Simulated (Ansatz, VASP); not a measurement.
# GaN: VASP beside Ansatz

```
Ga N
1.0
     0.00000    2.27424    2.13778
     2.27424    0.00000    2.13778
     2.27424    2.27424    0.00000
Ga N
1 1
Direct
  0.00000 0.00000 0.00000
  0.75000 0.75000 0.75000
```

Change from the starting cell: strain -0.0600 x Voigt [0, 0, 1, 0, 0, 0], atoms carried along.

Alike in both runs: task single point; functional PBE; k mesh 10 × 10 × 10; occupations gaussian, width 0.05 eV; no spin polarisation.

|  | VASP | Ansatz |
| --- | --- | --- |
| version | VASP 6.6.1 | Ansatz 0.2.0 |
| potentials or method | VASP PAW PBE potentials, release 64 (Ga_d, N), cutoff 520 eV | scalar-relativistic, plane waves, PAW |
| valence electrons in the cell | 18 | 18 |

```csv
,VASP,Ansatz,Ansatz less VASP
gap on the k mesh at the Fermi level (eV),1.77,1.76,-0.010
least direct gap on the mesh (eV),1.77,1.76,-0.010
pressure (GPa),11.9,11.9,+0.01
"traceless stress, the component that is largest in VASP (GPa)",4.10,4.08,-0.021
```

The functional is the same, so the differences come from potentials, cutoffs and numerics.
